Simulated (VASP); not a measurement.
# Pt (Fm-3m) in VASP: notebook, part 2 of 2

VASP 6.6.1. The steps go on from the part before.

## 3. Single point, PBE (volume 14.391 Å^3 an atom, c/a of the conventional cell 1.0000)

Input file INCAR:

```
SYSTEM = Pt
PREC = Accurate ; ENCUT = 520
EDIFF = 1E-7 ; ISMEAR = 0
SIGMA = 0.15 ; LREAL = .FALSE.
LASPH = .TRUE. ; NELM = 100
ALGO = Fast ; ISIF = 2
LWAVE = .FALSE. ; LCHARG = .FALSE.
GGA = PE ; NBANDS = 11
```

Input file KPOINTS:

```
regular mesh
0
G
  22 22 22
  0 0 0
```

Input file POSCAR:

```
Pt
1.0
    0.0000000000      1.9305763981      1.9305763981
    1.9305763981      0.0000000000      1.9305763981
    1.9305763981      1.9305763981      0.0000000000
Pt
1
Direct
    0.0000000000      0.0000000000      0.0000000000
```

Potentials or basis: VASP PAW PBE potentials, release 64 (Pt).

Run with:

```sh
$ cat potpaw_PBE.64/Pt/POTCAR > POTCAR
$ mpirun -np 1 vasp_std > vasp.out
```

OUTCAR:

```text
SYSTEM = Pt
   PREC = Accurate
   ENCUT = 520
   EDIFF = 1E-7
   ISMEAR = 0
   LREAL = .FALSE.
   LASPH = .TRUE.
   NELM = 100
   ISIF = 2
   GGA = PE

 ion  position               nearest neighbor table
   1  0.000  0.000  0.000-

  LATTYP: Found a face centered cubic cell.
 ALAT       =     3.8611527962

  Lattice vectors:

 A1 = (   0.0000000000,   1.9305763981,   1.9305763981)
 A2 = (   1.9305763981,   0.0000000000,   1.9305763981)
 A3 = (   1.9305763981,   1.9305763981,   0.0000000000)

Analysis of symmetry for initial positions (statically):
=====================================================================
 Subroutine PRICEL returns:
 Original cell was already a primitive cell.

 Routine SETGRP: Setting up the symmetry group for a
 face centered cubic supercell.

 Subroutine GETGRP returns: Found 48 space group operations
 (whereof 48 operations were pure point group operations)
 out of a pool of 48 trial point group operations.

The static configuration has the point symmetry O_h .

Analysis of symmetry for dynamics (positions and initial velocities):
=====================================================================
 Subroutine PRICEL returns:
 Original cell was already a primitive cell.

 Routine SETGRP: Setting up the symmetry group for a
 face centered cubic supercell.

 Subroutine GETGRP returns: Found 48 space group operations
 (whereof 48 operations were pure point group operations)
 out of a pool of 48 trial point group operations.

The dynamic configuration has the point symmetry O_h .

 Subroutine INISYM returns: Found 48 space group operations
 (whereof 48 operations are pure point group operations),
 and found     1 'primitive' translations

----------------------------------------------------------------------------------------

                                     Primitive cell

  volume of cell :      14.3910

  direct lattice vectors                    reciprocal lattice vectors
     0.000000000  1.930576398  1.930576398    -0.258990010  0.258990010  0.258990010
     1.930576398  0.000000000  1.930576398     0.258990010 -0.258990010  0.258990010
     1.930576398  1.930576398  0.000000000     0.258990010  0.258990010 -0.258990010

  length of vectors
     2.730247325  2.730247325  2.730247325     0.448583855  0.448583855  0.448583855

  position of ions in fractional coordinates (direct lattice)
     0.000000000  0.000000000  0.000000000

  ion indices of the primitive-cell ions
   primitive index   ion index
                 1           1

----------------------------------------------------------------------------------------

 KPOINTS: regular mesh

Automatic generation of k-mesh.
 Grid dimensions read from file:
 generate k-points for:   22   22   22

 Generating k-lattice:

  Cartesian coordinates                     Fractional coordinates (reciprocal lattice)
    -0.011772273  0.011772273  0.011772273     0.045454545  0.000000000  0.000000000
     0.011772273 -0.011772273  0.011772273     0.000000000  0.045454545  0.000000000
     0.011772273  0.011772273 -0.011772273     0.000000000  0.000000000  0.045454545

  Length of vectors
     0.020390175  0.020390175  0.020390175

  Shift w.r.t. Gamma in fractional coordinates (k-lattice)
     0.000000000  0.000000000  0.000000000

 Subroutine IBZKPT returns following result:
 ===========================================

 Found    328 irreducible k-points:

 Following reciprocal coordinates:
            Coordinates               Weight
  0.000000  0.000000  0.000000      1.000000
  0.045455  0.000000  0.000000      8.000000
  0.090909  0.000000  0.000000      8.000000
  0.136364  0.000000  0.000000      8.000000
  0.181818  0.000000  0.000000      8.000000
  0.227273  0.000000  0.000000      8.000000
[... 16 lines left out ...]
  0.500000  0.045455  0.000000     24.000000
 -0.454545  0.045455  0.000000     24.000000
 [... further k-points ...]
   k-points           NKPTS =    328   k-points in BZ     NKDIM =    328   number of bands    NBANDS=     11
   number of dos      NEDOS =    301   number of ions     NIONS =      1
   total plane-waves  NPLWV =   8000
   dimension x,y,z NGX =    20 NGY =   20 NGZ =   20
   dimension x,y,z NGXF=    40 NGYF=   40 NGZF=   40
   ions per type =               1
   NGX,Y,Z   is equivalent  to a cutoff of  12.18, 12.18, 12.18 a.u.
   NGXF,Y,Z  is equivalent  to a cutoff of  24.36, 24.36, 24.36 a.u.
 SYSTEM =  Pt
   PREC   = accura    normal or accurate (medium, high low for compatibility)
   ISTART =      0    job   : 0-new  1-cont  2-samecut
   ICHARG =      2    charge: 1-file 2-atom 10-const
   ISPIN  =      1    spin polarized calculation?
   LNONCOLLINEAR =      F non collinear calculations
   LSORBIT =      F    spin-orbit coupling
   LASPH  =      T    aspherical Exc in radial PAW
   ENCUT  =  520.0 eV  38.22 Ry    6.18 a.u.   5.08  5.08  5.08*2*pi/ulx,y,z
   NELM   =    100;   NELMIN=  2; NELMDL= -5     # of ELM steps
   EDIFF  = 0.1E-06   stopping-criterion for ELM
   LREAL  =      F    real-space projection
   EDIFFG = 0.1E-05   stopping-criterion for IOM
   NSW    =      0    number of steps for IOM
   IBRION =     -1    ionic relax: 0-MD 1-quasi-New 2-CG
   NFREE  =      0    steps in history (QN), initial steepest desc. (CG)
   ISIF   =      2    stress and relaxation
   ISYM   =      2    0-nonsym 1-usesym 2-fastsym
   POTIM  = 0.5000    time-step for ionic-motion
   TEBEG  =    0.0;   TEEND  =   0.0 temperature during run
   PSTRESS=    0.0 pullay stress
   NELECT =      10.0000    total number of electrons
   NUPDOWN=      -1.0000    fix difference up-down
   EMIN   =  10.00;   EMAX   =-10.00  energy-range for DOS
   EFERMI =   0.00;   METHOD = LEGACY
   ISMEAR =     0;   SIGMA  =   0.15  broadening in eV -4-tet -1-fermi 0-gaus
   EFERMI_NEDOS =   21; number of points for ismear=-14 and -15
   IALGO  =     68    algorithm
   IMIX   =      4    mixing-type and parameters
     AMIX     =   0.40;   BMIX     =  1.00
     AMIX_MAG =   1.60;   BMIX_MAG =  1.00
  volume/ion in A,a.u.               =      14.39        97.12
  Fermi-wavevector in a.u.,A,eV,Ry     =   1.450033  2.740165 28.607545  2.102595
  Thomas-Fermi vector in A             =   2.567691
   LORBIT       =      0    0 simple, 1 ext, 2 COOP (PROOUT), +10 PAW based schemes
   GGA     = PE    functional components
   LHFCALC =     F    Hartree Fock is set to
   AEXX    =    0.0000 exact exchange contribution
   IVDW    =     0    specifies the selected vdW correction
   LEPSILON=     F    determine dielectric tensor
   LRPA    =     F    only Hartree local field effects (RPA)
 non-spin polarized calculation
 RMM-DIIS sequential band-by-band and
 Gauss-broadening in eV      SIGMA  =   0.15
  energy-cutoff  :      520.00
  volume of cell :       14.39
 maximum number of plane-waves:       396
   NGX = 11   NGY = 11   NGZ = 11

 number of electron      10.0000000 magnetization

 number of electron       9.9999999 magnetization

 Free energy of the ion-electron system (eV)
  ---------------------------------------------------
  ext. energy  EPLUGINS =         0.00000000
  ---------------------------------------------------
  free energy    TOTEN  =        -6.02001870 eV

  energy without entropy =       -6.00124124  energy(sigma->0) =       -6.01062997

 E-fermi :  12.1901     XC(G=0): -13.7734

 val. band max:       12.1865554278   @ k =  -0.4545   0.1818   0.0455
 cond. band min:      12.1914277629   @ k =   0.4545   0.0455   0.0000
 fundamental gap:      0.0048723351
 Fermi energy:        12.1901253498

 k-point     1 :       0.0000    0.0000    0.0000
  band No.  band energies     occupation
      1       1.4350      2.00000
      2       8.1046      2.00000
      3       8.1046      2.00000
      4       8.1046      2.00000
      5      10.4336      2.00000
      6      10.4336      2.00000
      7      26.6816      0.00000
      8      31.9172      0.00000
      9      31.9172      0.00000
     10      31.9172      0.00000
     11      37.4359      0.00000

 k-point     2 :       0.0455    0.0000    0.0000
  band No.  band energies     occupation
      1       1.5226      2.00000
      2       8.0630      2.00000
      3       8.1407      2.00000
      4       8.1407      2.00000
      5      10.4121      2.00000
      6      10.4121      2.00000
      7      26.8242      0.00000
      8      31.4478      0.00000
      9      32.0563      0.00000
     10      32.0563      0.00000
     11      37.9775      0.00000
[... 295 lines left out ...]
 k-point    24 :      -0.4545    0.0455    0.0000
  band No.  band energies     occupation
      1       4.4320      2.00000
      2       7.9846      2.00000
      3       8.0917      2.00000
      4      10.8322      2.00000
      5      12.1349      1.39764
      6      12.8304      0.00000
      7      18.6239      0.00000
      8      26.4448      0.00000
      9      31.2254      0.00000
     10      31.6687      0.00000
     11      40.9658      0.00000

 [... further k-points ...]
[... 5 lines left out ...]
  --------------------------------------------------------------------------------------
  -------------------------------------------------------------------------------------
  Total        2.2865486      2.2865486      2.2865486     -0.0000000     -0.0000000      0.0000000
  in kB      254.5657908    254.5657908    254.5657908     -0.0000000     -0.0000000      0.0000000
  external PRESSURE =     254.5657908 kB  Pullay stress =       0.0000000 kB

 VOLUME and BASIS-vectors are now :
 -----------------------------------------------------------------------------
  energy-cutoff  :      520.00
  volume of cell :       14.39
      direct lattice vectors                 reciprocal lattice vectors
     0.000000000  1.930576398  1.930576398    -0.258990010  0.258990010  0.258990010
     1.930576398  0.000000000  1.930576398     0.258990010 -0.258990010  0.258990010
     1.930576398  1.930576398  0.000000000     0.258990010  0.258990010 -0.258990010

 POSITION                                       TOTAL-FORCE (eV/Angst)
 -----------------------------------------------------------------------------------
      0.00000      0.00000      0.00000         0.000000      0.000000      0.000000
 -----------------------------------------------------------------------------------
    total drift:                                0.000000     -0.000000      0.000000

  FREE ENERGIE OF THE ION-ELECTRON SYSTEM (eV)
  ---------------------------------------------------
  free  energy   TOTEN  =        -6.0200187039 eV

  energy  without entropy=       -6.0012412370  energy(sigma->0) =       -6.01062997
```

Run time: 37 s. Hardware: 1 thread of Intel Xeon Platinum 8375C at 2.90GHz (Ice Lake), shared host; peak memory 0.17 GiB.

What came out:

```yaml
Free_energy: -6.0200 eV
Pressure: 25.5 GPa
Band_gap_on_the_k_mesh: zero (band 5 reaches 12.74 eV, above the bottom of band 6 at 10.31 eV)
```

Caveat: the cell differs from its parent crystal (volume 14.391 Å^3 an atom, c/a of the conventional cell 1.0000); spin-orbit coupling is left out, which moves the levels of the heavy elements.

## 4. Single point, PBE (volume 15.016 Å^3 an atom, c/a of the conventional cell 1.0000)

Input file INCAR:

```
PREC = Accurate ; ENCUT = 520
EDIFF = 1E-6 ; ISMEAR = 0
SIGMA = 0.15 ; LREAL = F
LASPH = T ; NELM = 100
ALGO = Normal ; ISIF = 2
LWAVE = F ; LCHARG = F
GGA = PE ; NBANDS = 11
```

Input file KPOINTS:

```
regular mesh
0
Gamma
  22 22 22
```

Input file POSCAR:

```
Pt
1.0
    0.0000000000      1.9581295497      1.9581295497
    1.9581295497      0.0000000000      1.9581295497
    1.9581295497      1.9581295497      0.0000000000
Pt
1
Direct
    0.0000000000      0.0000000000      0.0000000000
```

Run with:

```sh
$ cat potpaw_PBE.64/Pt/POTCAR > POTCAR
$ mpirun -np 1 vasp_std > vasp.out
```

It took 26 s on 1 thread of Intel Xeon Platinum 8375C at 2.90GHz (Ice Lake), shared host; peak memory 0.18 GiB.

The run converged. Its results:

```yaml
Free_energy: -6.0903 eV
Pressure: 10.9 GPa
Band_gap_on_the_k_mesh: zero (band 5 reaches 11.85 eV, above the bottom of band 6 at 9.60 eV)
```

Levels at points of the mesh, in eV from the Fermi level:
```
           k point  band 2  band 3  band 4  band 5  band 6  band 7  band 8  band 9
(0.00, 0.00, 0.00)   -3.81   -3.81   -3.81   -1.64   -1.64   14.63   19.62   19.62
(0.50, 0.00, 0.00)   -3.88   -3.88   -0.49    0.05    0.05    5.88   14.20   19.02
(0.50, 0.50, 0.00)   -6.66    0.01    0.50    0.50    1.78    8.93   11.41   11.41
```

Caveat: the cell differs from its parent crystal (volume 15.016 Å^3 an atom, c/a of the conventional cell 1.0000); spin-orbit coupling is left out, which moves the levels of the heavy elements.

## 5. Single point, PBE

This run uses another cell than the first one, of 15.64 Å³/atom, 1.136 times its volume.

Input file INCAR:

```
SYSTEM = Pt
PREC = Accurate
ENCUT = 520
EDIFF = 1E-6
ISMEAR = 0
SIGMA = 0.15
LREAL = .FALSE.
LASPH = .TRUE.
NELM = 100
ALGO = Normal
ISIF = 2
LWAVE = .FALSE.
LCHARG = .TRUE.
GGA = PE
LELF = .TRUE.
LVHAR = .TRUE.
NBANDS = 11
```

Input file KPOINTS:

```
Automatic mesh
0
G
  22 22 22
  0 0 0
```

Input file POSCAR:

```
Pt
1.0
    0.0000000000      1.9849647115      1.9849647115
    1.9849647115      0.0000000000      1.9849647115
    1.9849647115      1.9849647115      0.0000000000
Pt
1
Direct
    0.0000000000      0.0000000000      0.0000000000
```

Run with:

```sh
$ cat potpaw_PBE.64/Pt/POTCAR > POTCAR
$ mpirun -np 1 vasp_std > vasp.out
```

It took 27 s on 1 thread of Intel Xeon Platinum 8375C at 2.90GHz (Ice Lake), shared host; peak memory 0.18 GiB.

It converged, with:

```
Free energy            : -6.1104 eV
Pressure               : -0.4 GPa
Band gap on the k mesh : zero (band 5 reaches 11.03 eV, above the bottom of band 6 at 8.94 eV)
```

Levels at points of the mesh, in eV from the Fermi level:
| k point | band 3 | band 4 | band 5 | band 6 | band 7 | band 8 |
| --- | --- | --- | --- | --- | --- | --- |
| (0.00, 0.00, 0.00) | -3.56 | -3.56 | -1.53 | -1.53 | 14.74 | 19.50 |
| (0.50, 0.00, 0.00) | -3.62 | -0.32 | 0.04 | 0.04 | 5.57 | 14.30 |
| (0.50, 0.50, 0.00) | 0.00 | 0.46 | 0.46 | 1.86 | 8.50 | 11.28 |

Caveat: spin-orbit coupling is left out, which moves the levels of the heavy elements.

## 6. Overview

```csv
cell,gap on the mesh (eV),pressure (GPa)
"a = 2.690 Å, angles 60.0°, 1 atom",none,44.3
"a = 2.730 Å, angles 60.0°, 1 atom",none,25.5
"a = 2.769 Å, angles 60.0°, 1 atom",none,10.9
"a = 2.807 Å, angles 60.0°, 1 atom",none,-0.4
```

Alike in all rows: task single point; level PBE; potentials or basis VASP PAW PBE potentials, release 64 (Pt); no spin polarisation; k mesh 22 × 22 × 22; cutoff (eV) 520; smearing gaussian 0.15 eV.

Caveats: spin-orbit coupling is left out, which moves the levels of the heavy elements.

Absolute energies hang on the potentials; compare differences alone.
